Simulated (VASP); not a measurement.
# ReP2 (P-4m2) in VASP: single point with PBE

Aim: the single point of ReP2 with PBE.

Everything below comes from runs of VASP 6.6.1. Logs are shortened: lines on timing, memory, paths and dates and some standing lists are left out, and cuts for length are marked.

## 1. The cell of the first run

The structure is tetragonal, space group P-4m2 (No. 115). The conventional cell has a = 3.065 Å, b = 3.065 Å, c = 5.477 Å, α = 90.00°, β = 90.00°, γ = 90.00°. Within 3.1 Å of Re (site symmetry -4m2) lie 4 P at 2.30 Å and 4 Re at 3.06 Å. Within 3.1 Å of P (site symmetry 2mm) lie 2 Re at 2.30 Å and 8 P at 2.98 to 3.06 Å.

## 2. Single point, PBE

File POSCAR:

```
ReP2
1.0
    3.0648105658      0.0000000000      0.0000000000
    0.0000000000      3.0648105658      0.0000000000
    0.0000000000      0.0000000000      5.4769166691
Re P
1 2
Direct
    0.0000000000      0.0000000000      0.0000000000
    0.5000000000      0.0000000000      0.3136019040
    0.0000000000      0.5000000000      0.6863980960
```

File INCAR.step1:

```
PREC = Accurate ; ENCUT = 410
EDIFF = 1E-6 ; ISMEAR = 0
SIGMA = 0.1 ; LREAL = False
LASPH = True ; NELM = 120
ALGO = Normal ; ISIF = 2
LWAVE = False ; LCHARG = True
LMAXMIX = 4 ; GGA = PE
NBANDS = 20 ; GGA_COMPAT = False
NEDOS = 2001 ; LORBIT = 11
```

File KPOINTS.step1:

```
Automatic mesh
0
Gamma
  14 14 8
```

File INCAR.step2:

```
PREC = Accurate ; ENCUT = 410
EDIFF = 1E-6 ; ISMEAR = -5
SIGMA = 0.1 ; LREAL = False
LASPH = True ; NELM = 120
ALGO = Normal ; ISIF = 2
LWAVE = False ; LCHARG = False
LMAXMIX = 4 ; GGA = PE
LORBIT = 11 ; NEDOS = 2001
ICHARG = 11 ; GGA_COMPAT = False
```

File KPOINTS.step2:

```
Automatic mesh
0
Gamma
  21 21 12
```

Potentials or basis: VASP PAW PBE potentials, release 64 (Re_sv_GW, P).

Run with:

```bash
> cat potpaw_PBE.64/Re_sv_GW/POTCAR potpaw_PBE.64/P/POTCAR > POTCAR
> cp INCAR.step1 INCAR
> cp KPOINTS.step1 KPOINTS
> mpirun -np 1 vasp_std > vasp.out
> cp INCAR.step2 INCAR
> cp KPOINTS.step2 KPOINTS
> mpirun -np 1 vasp_std > vasp.out
```

OUTCAR:

```text
PREC = Accurate
   ENCUT = 410
   EDIFF = 1E-6
   ISMEAR = -5
   LREAL = False
   LASPH = True
   NELM = 120
   ISIF = 2
   GGA = PE
   LORBIT = 11
   ICHARG = 11

 ion  position               nearest neighbor table
   1  0.000  0.000  0.000-   2 2.30   3 2.30   3 2.30   2 2.30
   2  0.500  0.000  0.314-   1 2.30   1 2.30
   3  0.000  0.500  0.686-   1 2.30   1 2.30

  LATTYP: Found a simple tetragonal cell.
 ALAT       =     3.0648105658
 C/A-ratio  =     1.7870326898

  Lattice vectors:

 A1 = (   3.0648105658,   0.0000000000,   0.0000000000)
 A2 = (   0.0000000000,   3.0648105658,   0.0000000000)
 A3 = (   0.0000000000,   0.0000000000,   5.4769166691)

Analysis of symmetry for initial positions (statically):
=====================================================================
 Subroutine PRICEL returns:
 Original cell was already a primitive cell.

 Routine SETGRP: Setting up the symmetry group for a
 simple tetragonal supercell.

 Subroutine GETGRP returns: Found  8 space group operations
 (whereof  8 operations were pure point group operations)
 out of a pool of 16 trial point group operations.

The static configuration has the point symmetry D_2d.

Analysis of symmetry for dynamics (positions and initial velocities):
=====================================================================
 Subroutine PRICEL returns:
 Original cell was already a primitive cell.

 Routine SETGRP: Setting up the symmetry group for a
 simple tetragonal supercell.

 Subroutine GETGRP returns: Found  8 space group operations
 (whereof  8 operations were pure point group operations)
 out of a pool of 16 trial point group operations.

The dynamic configuration has the point symmetry D_2d.

 Subroutine INISYM returns: Found  8 space group operations
 (whereof  8 operations are pure point group operations),
 and found     1 'primitive' translations

----------------------------------------------------------------------------------------

                                     Primitive cell

  volume of cell :      51.4450

  direct lattice vectors                    reciprocal lattice vectors
     3.064810566  0.000000000  0.000000000     0.326284440  0.000000000  0.000000000
     0.000000000  3.064810566  0.000000000     0.000000000  0.326284440  0.000000000
     0.000000000  0.000000000  5.476916669     0.000000000  0.000000000  0.182584483

  length of vectors
     3.064810566  3.064810566  5.476916669     0.326284440  0.326284440  0.182584483

  position of ions in fractional coordinates (direct lattice)
     0.000000000  0.000000000  0.000000000
     0.500000000  0.000000000  0.313601904
     0.000000000  0.500000000  0.686398096

  ion indices of the primitive-cell ions
   primitive index   ion index
                 1           1
                 2           2
                 3           3

----------------------------------------------------------------------------------------

 KPOINTS: Automatic mesh

Automatic generation of k-mesh.
 Grid dimensions read from file:
 generate k-points for:   21   21   12

 Generating k-lattice:

  Cartesian coordinates                     Fractional coordinates (reciprocal lattice)
     0.015537354  0.000000000  0.000000000     0.047619048  0.000000000  0.000000000
     0.000000000  0.015537354  0.000000000     0.000000000  0.047619048  0.000000000
     0.000000000  0.000000000  0.015215374     0.000000000  0.000000000  0.083333333

  Length of vectors
     0.015537354  0.015537354  0.015215374

  Shift w.r.t. Gamma in fractional coordinates (k-lattice)
     0.000000000  0.000000000  0.000000000

 TETIRR: Found   7926 inequivalent tetrahedra from    31752

 Subroutine IBZKPT returns following result:
 ===========================================

 Found    462 irreducible k-points:

 Following reciprocal coordinates:
            Coordinates               Weight
  0.000000  0.000000  0.000000      1.000000
  0.047619  0.000000  0.000000      4.000000
  0.095238  0.000000  0.000000      4.000000
  0.142857  0.000000  0.000000      4.000000
  0.190476  0.000000  0.000000      4.000000
  0.238095  0.000000  0.000000      4.000000
[... 16 lines left out ...]
  0.142857  0.095238  0.000000      8.000000
  0.190476  0.095238  0.000000      8.000000
 [... further k-points ...]
   k-points           NKPTS =    462   k-points in BZ     NKDIM =    462   number of bands    NBANDS=     16
   number of dos      NEDOS =   2001   number of ions     NIONS =      3
   total plane-waves  NPLWV =  14400
   dimension x,y,z NGX =    20 NGY =   20 NGZ =   36
   dimension x,y,z NGXF=    40 NGYF=   40 NGZF=   72
   ions per type =               1   2
   NGX,Y,Z   is equivalent  to a cutoff of  10.85, 10.85, 10.93 a.u.
   NGXF,Y,Z  is equivalent  to a cutoff of  21.70, 21.70, 21.85 a.u.
 SYSTEM =  unknown system
   PREC   = accura    normal or accurate (medium, high low for compatibility)
   ISTART =      0    job   : 0-new  1-cont  2-samecut
   ICHARG =     11    charge: 1-file 2-atom 10-const
   ISPIN  =      1    spin polarized calculation?
   LNONCOLLINEAR =      F non collinear calculations
   LSORBIT =      F    spin-orbit coupling
   LASPH  =      T    aspherical Exc in radial PAW
   ENCUT  =  410.0 eV  30.13 Ry    5.49 a.u.   5.06  5.06  9.04*2*pi/ulx,y,z
   NELM   =    120;   NELMIN=  2; NELMDL=  0     # of ELM steps
   EDIFF  = 0.1E-05   stopping-criterion for ELM
   LREAL  =      F    real-space projection
[... 7 lines left out ...]
   TEBEG  =    0.0;   TEEND  =   0.0 temperature during run
   PSTRESS=    0.0 pullay stress
   NELECT =      25.0000    total number of electrons
   NUPDOWN=      -1.0000    fix difference up-down
   EMIN   =  10.00;   EMAX   =-10.00  energy-range for DOS
   EFERMI =   0.00;   METHOD = LEGACY
   ISMEAR =    -5;   SIGMA  =   0.10  broadening in eV -4-tet -1-fermi 0-gaus
   EFERMI_NEDOS =   21; number of points for ismear=-14 and -15
   IALGO  =     38    algorithm
   IMIX   =      4    mixing-type and parameters
     AMIX     =   0.40;   BMIX     =  1.00
     AMIX_MAG =   1.60;   BMIX_MAG =  1.00
  volume/ion in A,a.u.               =      17.15       115.72
  Fermi-wavevector in a.u.,A,eV,Ry     =   1.287084  2.432237 22.539225  1.656586
  Thomas-Fermi vector in A             =   2.419120
   LORBIT       =     11    0 simple, 1 ext, 2 COOP (PROOUT), +10 PAW based schemes
   GGA     = PE    functional components
   LHFCALC =     F    Hartree Fock is set to
   AEXX    =    0.0000 exact exchange contribution
   IVDW    =     0    specifies the selected vdW correction
   LEPSILON=     F    determine dielectric tensor
   LRPA    =     F    only Hartree local field effects (RPA)
 non-spin polarized calculation
 Fermi weights with tetrahedron method with Bloechl corrections
  energy-cutoff  :      410.00
  volume of cell :       51.45
 maximum number of plane-waves:       986

 number of electron      25.0000004 magnetization

 Free energy of the ion-electron system (eV)
  ---------------------------------------------------
  ext. energy  EPLUGINS =         0.00000000
  ---------------------------------------------------
  free energy    TOTEN  =       -23.54238697 eV

  energy without entropy =      -23.54238697  energy(sigma->0) =      -23.54238697

 E-fermi :   8.1986     XC(G=0): -11.4012

 val. band max:        8.2104744403   @ k =   0.1905   0.0952   0.3333
 cond. band min:       8.1340448485   @ k =   0.3333   0.3333   0.1667
 fundamental gap:     -0.0764295918
 Fermi energy:         8.1986276215

 k-point     1 :       0.0000    0.0000    0.0000
  band No.  band energies     occupation
      1     -71.4581      2.00000
      2     -33.4651      2.00000
      3     -33.2836      2.00000
      4     -33.2836      2.00000
      5      -5.2385      2.00000
      6      -1.7062      2.00000
[... 8 lines left out ...]
     15      10.5654      0.00000
     16      14.1561      0.00000

 k-point     2 :       0.0476    0.0000    0.0000
  band No.  band energies     occupation
      1     -71.4579      2.00000
      2     -33.4645      2.00000
      3     -33.2888      2.00000
      4     -33.2832      2.00000
      5      -5.2062      2.00000
      6      -1.6963      2.00000
[... 8 lines left out ...]
     15      10.7355      0.00000
     16      14.1297      0.00000

 k-point     3 :       0.0952    0.0000    0.0000
  band No.  band energies     occupation
      1     -71.4573      2.00000
      2     -33.4628      2.00000
      3     -33.3039      2.00000
      4     -33.2820      2.00000
      5      -5.1100      2.00000
      6      -1.6685      2.00000
[... 8 lines left out ...]
     15      11.0012      0.00000
     16      13.8025      0.00000

 k-point     4 :       0.1429    0.0000    0.0000
  band No.  band energies     occupation
      1     -71.4564      2.00000
      2     -33.4600      2.00000
      3     -33.3274      2.00000
      4     -33.2801      2.00000
      5      -4.9516      2.00000
      6      -1.6273      2.00000
[... 8 lines left out ...]
     15      11.1296      0.00000
     16      13.4209      0.00000
[... 324 lines left out ...]
 k-point    22 :       0.0952    0.0952    0.0000
  band No.  band energies     occupation
      1     -71.4565      2.00000
      2     -33.4604      2.00000
      3     -33.3028      2.00000
      4     -33.3018      2.00000
      5      -4.9821      2.00000
      6      -1.6281      2.00000
[... 8 lines left out ...]
     15      11.3621      0.00000
     16      13.8166      0.00000

 k-point    23 :       0.1429    0.0952    0.0000
  band No.  band energies     occupation
      1     -71.4556      2.00000
      2     -33.4577      2.00000
      3     -33.3257      2.00000
      4     -33.3003      2.00000
      5      -4.8243      2.00000
      6      -1.5836      2.00000
[... 8 lines left out ...]
     15      11.4220      0.00000
     16      13.5089      0.00000

 k-point    24 :       0.1905    0.0952    0.0000
  band No.  band energies     occupation
      1     -71.4544      2.00000
      2     -33.4542      2.00000
      3     -33.3555      2.00000
      4     -33.2979      2.00000
      5      -4.6076      2.00000
      6      -1.5331      2.00000
[... 8 lines left out ...]
     15      11.2407      0.00000
     16      13.3112      0.00000

 [... further k-points ...]

------------------------ aborting loop because EDIFF is reached ----------------------------------------

  FORCE on cell =-STRESS in cart. coord.  units (eV):
  Direction    XX          YY          ZZ          XY          YZ          ZX
  --------------------------------------------------------------------------------------
  -------------------------------------------------------------------------------------
  Total       -0.0332674     -0.0332674     -0.2247944      0.0000000     -0.0000000      0.0000000
  in kB       -1.0360628     -1.0360628     -7.0008809      0.0000000     -0.0000000      0.0000000
  external PRESSURE =      -3.0243355 kB  Pullay stress =       0.0000000 kB

 VOLUME and BASIS-vectors are now :
 -----------------------------------------------------------------------------
  energy-cutoff  :      410.00
  volume of cell :       51.45
      direct lattice vectors                 reciprocal lattice vectors
     3.064810566  0.000000000  0.000000000     0.326284440  0.000000000  0.000000000
     0.000000000  3.064810566  0.000000000     0.000000000  0.326284440  0.000000000
     0.000000000  0.000000000  5.476916669     0.000000000  0.000000000  0.182584483

 POSITION                                       TOTAL-FORCE (eV/Angst)
 -----------------------------------------------------------------------------------
      0.00000      0.00000      0.00000         0.000000      0.000000      0.000000
      1.53241      0.00000      1.71757        -0.000000      0.000000      0.037405
      0.00000      1.53241      3.75935         0.000000      0.000000     -0.037405
 -----------------------------------------------------------------------------------
    total drift:                                0.000000     -0.000000     -0.000000

  FREE ENERGIE OF THE ION-ELECTRON SYSTEM (eV)
  ---------------------------------------------------
  free  energy   TOTEN  =       -23.5423869665 eV

  energy  without entropy=      -23.5423869665  energy(sigma->0) =      -23.54238697

 total charge

# of ion       s       p       d       f       tot
--------------------------------------------------
    1        4.239   6.025   4.269   0.050  14.582
    2        1.104   1.329   0.000   0.000   2.432
    3        1.104   1.329   0.000   0.000   2.432
--------------------------------------------------
tot          6.446   8.682   4.269   0.050  19.447
```

Wall time 2.4 min (1 thread of Intel Xeon Platinum 8375C at 2.90GHz (Ice Lake), shared host); peak memory 0.39 GiB.

What came out:

```
Valence electrons inside the program's atomic spheres : Re 14.58; P 2.43
```

Caveat: spin-orbit coupling is left out, which moves the levels of the heavy elements; tetrahedron occupations give inexact forces and stress in metals.
